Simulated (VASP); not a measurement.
# LiP2 (P-3m1) in VASP: further runs

The runs below take LiP2 through single point, relaxation of cell and atoms, with PBE+D3(BJ).

All numbers are computed with VASP 6.6.1; they aren't measurements. Logs are shortened: lines on timing, memory, paths and dates and some standing lists are left out, and cuts for length are marked.

### Step 1. The cell of the first run

Symmetry: P-3m1, No. 164, trigonal system. The conventional cell has a = 3.107 Å, b = 3.107 Å, c = 11.666 Å, α = 90.00°, β = 90.00°, γ = 120.00°. Within 3.1 Å of Li (site symmetry 3m) lie 4 P at 2.32 to 2.55 Å. P (site symmetry 3m) has 3 P at 2.25 Å and 3 Li at 2.55 Å within 3.0 Å. P (site symmetry 3m) has 1 P at 2.03 Å and 1 Li at 2.32 Å within 2.7 Å.

### Step 2. Single point, PBE+D3(BJ)

The input, INCAR:

```
SYSTEM = LiP2
  PREC = Accurate
  ENCUT = 520
  EDIFF = 1E-7
  ISMEAR = 0
  SIGMA = 0.1
  LREAL = .False.
  LASPH = .True.
  NELM = 100
  ALGO = Normal
  ISIF = 2
  LWAVE = .False.
  LCHARG = .False.
  GGA = PE
  IVDW = 12
  NBANDS = 22
```

The input, KPOINTS:

```
regular mesh
0
Gamma
  15 15 4
  0 0 0
```

The input, POSCAR:

```
LiP2
1.0
    3.1068246537      0.0000000000      0.0000000000
   -1.5534123269      2.6905890752      0.0000000000
    0.0000000000      0.0000000000     11.6663651681
Li P
2 4
Direct
    0.0000000000      0.0000000000      0.7139371582
    0.0000000000      0.0000000000      0.2860628418
    0.6666666667      0.3333333333      0.5583489233
    0.0000000000      0.0000000000      0.9130501522
    0.3333333333      0.6666666667      0.4416510767
    0.0000000000      0.0000000000      0.0869498478
```

Potentials or basis: VASP PAW PBE potentials, release 64 (Li_sv, P).

Started as:

```console
$ cat potpaw_PBE.64/Li_sv/POTCAR potpaw_PBE.64/P/POTCAR > POTCAR
$ mpirun -np 1 vasp_std > vasp.out
```

OUTCAR:

```text
SYSTEM = LiP2
   PREC = Accurate
   ENCUT = 520
   EDIFF = 1E-7
   ISMEAR = 0
   LREAL = .False.
   LASPH = .True.
   NELM = 100
   ISIF = 2
   GGA = PE
   IVDW = 12
 IVDW          = 12

 ion  position               nearest neighbor table
   1  0.000  0.000  0.714-   4 2.32   3 2.55   3 2.55   3 2.55
   2  0.000  0.000  0.286-   6 2.32   5 2.55   5 2.55   5 2.55
   3  0.667  0.333  0.558-   5 2.25   5 2.25   5 2.25   1 2.55   1 2.55   1 2.55
   4  0.000  0.000  0.913-   6 2.03   1 2.32
   5  0.333  0.667  0.442-   3 2.25   3 2.25   3 2.25   2 2.55   2 2.55   2 2.55
   6  0.000  0.000  0.087-   4 2.03   2 2.32

  LATTYP: Found a hexagonal cell.
 ALAT       =     3.1068246537
 C/A-ratio  =     3.7550767966

  Lattice vectors:

 A1 = (   3.1068246537,   0.0000000000,   0.0000000000)
 A2 = (  -1.5534123269,   2.6905890752,   0.0000000000)
 A3 = (   0.0000000000,   0.0000000000,  11.6663651681)

Analysis of symmetry for initial positions (statically):
=====================================================================
 Subroutine PRICEL returns:
 Original cell was already a primitive cell.

 Routine SETGRP: Setting up the symmetry group for a
 hexagonal supercell.

 Subroutine GETGRP returns: Found 12 space group operations
 (whereof 12 operations were pure point group operations)
 out of a pool of 24 trial point group operations.

The static configuration has the point symmetry D_3d.

Analysis of symmetry for dynamics (positions and initial velocities):
=====================================================================
 Subroutine PRICEL returns:
 Original cell was already a primitive cell.

 Routine SETGRP: Setting up the symmetry group for a
 hexagonal supercell.

 Subroutine GETGRP returns: Found 12 space group operations
 (whereof 12 operations were pure point group operations)
 out of a pool of 24 trial point group operations.

The dynamic configuration has the point symmetry D_3d.

 Subroutine INISYM returns: Found 12 space group operations
 (whereof 12 operations are pure point group operations),
 and found     1 'primitive' translations

----------------------------------------------------------------------------------------

                                     Primitive cell

  volume of cell :      97.5213

  direct lattice vectors                    reciprocal lattice vectors
     3.106824654  0.000000000  0.000000000     0.321872043  0.185832911  0.000000000
    -1.553412327  2.690589075  0.000000000     0.000000000  0.371665822  0.000000000
     0.000000000  0.000000000 11.666365168     0.000000000  0.000000000  0.085716501

  length of vectors
     3.106824654  3.106824654 11.666365168     0.371665822  0.371665822  0.085716501

  position of ions in fractional coordinates (direct lattice)
     0.000000000  0.000000000  0.713937158
     0.000000000  0.000000000  0.286062842
     0.666666667  0.333333333  0.558348923
     0.000000000  0.000000000  0.913050152
     0.333333333  0.666666667  0.441651077
     0.000000000  0.000000000  0.086949848

  ion indices of the primitive-cell ions
   primitive index   ion index
                 1           1
                 2           2
                 3           3
                 4           4
                 5           5
                 6           6

----------------------------------------------------------------------------------------

 KPOINTS: regular mesh

Automatic generation of k-mesh.
 Grid dimensions read from file:
 generate k-points for:   15   15    4

 Generating k-lattice:

  Cartesian coordinates                     Fractional coordinates (reciprocal lattice)
     0.021458136  0.012388861  0.000000000     0.066666667  0.000000000  0.000000000
     0.000000000  0.024777721  0.000000000     0.000000000  0.066666667  0.000000000
     0.000000000  0.000000000  0.021429125     0.000000000  0.000000000  0.250000000

  Length of vectors
     0.024777721  0.024777721  0.021429125

  Shift w.r.t. Gamma in fractional coordinates (k-lattice)
     0.000000000  0.000000000  0.000000000

 Subroutine IBZKPT returns following result:
 ===========================================

 Found    100 irreducible k-points:

 Following reciprocal coordinates:
            Coordinates               Weight
  0.000000  0.000000  0.000000      1.000000
  0.066667 -0.000000  0.000000      6.000000
  0.133333  0.000000  0.000000      6.000000
  0.200000 -0.000000  0.000000      6.000000
  0.266667  0.000000  0.000000      6.000000
  0.333333  0.000000  0.000000      6.000000
[... 16 lines left out ...]
  0.333333  0.200000  0.000000     12.000000
  0.400000  0.200000  0.000000      6.000000
 [... further k-points ...]
   k-points           NKPTS =    100   k-points in BZ     NKDIM =    100   number of bands    NBANDS=     22
   number of dos      NEDOS =    301   number of ions     NIONS =      6
   total plane-waves  NPLWV =  51840
   dimension x,y,z NGX =    24 NGY =   24 NGZ =   90
   dimension x,y,z NGXF=    48 NGYF=   48 NGZF=  180
   ions per type =               2   4
   NGX,Y,Z   is equivalent  to a cutoff of  12.84, 12.84, 12.83 a.u.
   NGXF,Y,Z  is equivalent  to a cutoff of  25.68, 25.68, 25.65 a.u.
 SYSTEM =  LiP2
   PREC   = accura    normal or accurate (medium, high low for compatibility)
   ISTART =      0    job   : 0-new  1-cont  2-samecut
   ICHARG =      2    charge: 1-file 2-atom 10-const
   ISPIN  =      1    spin polarized calculation?
   LNONCOLLINEAR =      F non collinear calculations
   LSORBIT =      F    spin-orbit coupling
   LASPH  =      T    aspherical Exc in radial PAW
   ENCUT  =  520.0 eV  38.22 Ry    6.18 a.u.   5.78  5.78 21.69*2*pi/ulx,y,z
   NELM   =    100;   NELMIN=  2; NELMDL= -5     # of ELM steps
   EDIFF  = 0.1E-06   stopping-criterion for ELM
   LREAL  =      F    real-space projection
   EDIFFG = 0.1E-05   stopping-criterion for IOM
   NSW    =      0    number of steps for IOM
   IBRION =     -1    ionic relax: 0-MD 1-quasi-New 2-CG
   NFREE  =      0    steps in history (QN), initial steepest desc. (CG)
   ISIF   =      2    stress and relaxation
   ISYM   =      2    0-nonsym 1-usesym 2-fastsym
   POTIM  = 0.5000    time-step for ionic-motion
   TEBEG  =    0.0;   TEEND  =   0.0 temperature during run
   PSTRESS=    0.0 pullay stress
   NELECT =      26.0000    total number of electrons
   NUPDOWN=      -1.0000    fix difference up-down
   EMIN   =  10.00;   EMAX   =-10.00  energy-range for DOS
   EFERMI =   0.00;   METHOD = LEGACY
   ISMEAR =     0;   SIGMA  =   0.10  broadening in eV -4-tet -1-fermi 0-gaus
   EFERMI_NEDOS =   21; number of points for ismear=-14 and -15
   IALGO  =     38    algorithm
   IMIX   =      4    mixing-type and parameters
     AMIX     =   0.40;   BMIX     =  1.00
     AMIX_MAG =   1.60;   BMIX_MAG =  1.00
  volume/ion in A,a.u.               =      16.25       109.68
  Fermi-wavevector in a.u.,A,eV,Ry     =   1.053657  1.991124 15.105103  1.110194
  Thomas-Fermi vector in A             =   2.188787
   LORBIT       =      0    0 simple, 1 ext, 2 COOP (PROOUT), +10 PAW based schemes
   GGA     = PE    functional components
   LHFCALC =     F    Hartree Fock is set to
   AEXX    =    0.0000 exact exchange contribution
   IVDW    =    12    specifies the selected vdW correction
   LEPSILON=     F    determine dielectric tensor
   LRPA    =     F    only Hartree local field effects (RPA)
 non-spin polarized calculation
 Gauss-broadening in eV      SIGMA  =   0.10
  energy-cutoff  :      520.00
  volume of cell :       97.52
 maximum number of plane-waves:      2652
   NGX = 11   NGY = 11   NGZ = 43

 number of electron      25.9999996 magnetization

 Free energy of the ion-electron system (eV)
  ---------------------------------------------------
  ext. energy  EPLUGINS =         0.00000000
  ---------------------------------------------------
  free energy    TOTEN  =       -24.85407968 eV

  energy without entropy =      -24.84437941  energy(sigma->0) =      -24.84922954

 E-fermi :   5.9092     XC(G=0):  -9.6132

 val. band max:        5.8915949779   @ k =  -0.0667   0.3333   0.2500
 cond. band min:       5.9128674022   @ k =   0.2667   0.0667   0.0000
 fundamental gap:      0.0212724243
 Fermi energy:         5.9091781477

 k-point     1 :       0.0000    0.0000    0.0000
  band No.  band energies     occupation
      1     -40.8430      2.00000
      2     -40.8430      2.00000
      3     -10.3185      2.00000
      4      -8.0840      2.00000
      5      -4.1627      2.00000
      6      -3.7911      2.00000
[... 14 lines left out ...]
     21      12.9556      0.00000
     22      14.2383      0.00000

 k-point     2 :       0.0667   -0.0000    0.0000
  band No.  band energies     occupation
      1     -40.8425      2.00000
      2     -40.8425      2.00000
      3     -10.2367      2.00000
      4      -8.0167      2.00000
      5      -4.0895      2.00000
      6      -3.7209      2.00000
[... 14 lines left out ...]
     21      13.1231      0.00000
     22      13.6589      0.00000

 k-point     3 :       0.1333    0.0000    0.0000
  band No.  band energies     occupation
      1     -40.8412      2.00000
      2     -40.8412      2.00000
      3      -9.9924      2.00000
      4      -7.8180      2.00000
      5      -3.8724      2.00000
      6      -3.5148      2.00000
[... 14 lines left out ...]
     21      12.9713      0.00000
     22      13.6100      0.00000
[... 476 lines left out ...]
 k-point    23 :       0.3333    0.2000    0.0000
  band No.  band energies     occupation
      1     -40.8319      2.00000
      2     -40.8319      2.00000
      3      -6.6060      2.00000
      4      -5.7319      2.00000
      5      -4.0289      2.00000
      6      -1.2758      2.00000
[... 14 lines left out ...]
     21      11.2465      0.00000
     22      12.4336      0.00000

 k-point    24 :       0.4000    0.2000    0.0000
  band No.  band energies     occupation
      1     -40.8315      2.00000
      2     -40.8315      2.00000
      3      -6.0893      2.00000
      4      -5.5990      2.00000
      5      -4.5908      2.00000
      6      -1.0749      2.00000
[... 14 lines left out ...]
     21      10.9910      0.00000
     22      12.2538      0.00000

 [... further k-points ...]

------------------------ aborting loop because EDIFF is reached ----------------------------------------

 Edisp (eV)   -2.07455

 E8    (eV) :    -0.8085

  FORCE on cell =-STRESS in cart. coord.  units (eV):
  Direction    XX          YY          ZZ          XY          YZ          ZX
  --------------------------------------------------------------------------------------
  -------------------------------------------------------------------------------------
  Total      -0.10376    -0.10376    -0.21137     0.00000     0.00000    -0.00000
  in kB      -1.70462    -1.70462    -3.47252     0.00000     0.00000    -0.00000
  external pressure =       -2.29 kB  Pullay stress =        0.00 kB

 VOLUME and BASIS-vectors are now :
 -----------------------------------------------------------------------------
  energy-cutoff  :      520.00
  volume of cell :       97.52
      direct lattice vectors                 reciprocal lattice vectors
     3.106824654  0.000000000  0.000000000     0.321872043  0.185832911  0.000000000
    -1.553412327  2.690589075  0.000000000     0.000000000  0.371665822  0.000000000
     0.000000000  0.000000000 11.666365168     0.000000000  0.000000000  0.085716501

 POSITION                                       TOTAL-FORCE (eV/Angst)
 -----------------------------------------------------------------------------------
      0.00000      0.00000      8.32905        -0.000000      0.000000     -0.008216
      0.00000      0.00000      3.33731         0.000000      0.000000      0.008216
      1.55341      0.89686      6.51390         0.000000     -0.000000     -0.053114
      0.00000      0.00000     10.65198        -0.000000     -0.000000      0.079975
     -0.00000      1.79373      5.15246        -0.000000     -0.000000      0.053114
      0.00000      0.00000      1.01439         0.000000      0.000000     -0.079975
 -----------------------------------------------------------------------------------
    total drift:                               -0.000000      0.000000      0.000000

  FREE ENERGIE OF THE ION-ELECTRON SYSTEM (eV)
  ---------------------------------------------------
  free  energy   TOTEN  =       -26.9286311251 eV

  energy  without entropy=      -26.9189308572  energy(sigma->0) =      -26.92378099
```

Run time: 84 s. Hardware: 1 thread of Intel Xeon 6975P-C (Granite Rapids), shared host; peak memory 0.31 GiB.

What came out:

| Property | Result |
| --- | --- |
| Free energy | -26.9286 eV |
| Largest force | 0.080 eV/Å |
| Band gap on the k mesh | zero (band 13 reaches 7.60 eV, above the bottom of band 14 at 4.42 eV) |
| Dispersion energy per atom | -0.346 eV |

Forces on the atoms (eV/Å):
```
Li   0.000  0.000 -0.008
Li   0.000  0.000  0.008
P    0.000  0.000 -0.053
P    0.000  0.000  0.080
P    0.000  0.000  0.053
P    0.000  0.000 -0.080
```

Levels at points of the mesh, in eV from the Fermi level:
```
           k point  band 10  band 11  band 12  band 13  band 14  band 15  band 16  band 17  band 18  band 19
(0.00, 0.00, 0.00)    -0.51     0.12     1.69     1.69     2.94     2.94     4.04     4.11     4.63     4.69
(0.00, 0.00, 0.50)    -0.51     0.83     1.69     1.69     2.26     2.94     2.94     4.21     4.70     4.70
```

Caveat: the cutoff is under 1.25 times the usual one of these potentials, so pressure, stress and relaxed cells hold a basis-set (Pulay) error; pairwise dispersion overbinds metals, which lowers pressure and volume.

[end of part 1 of 2]
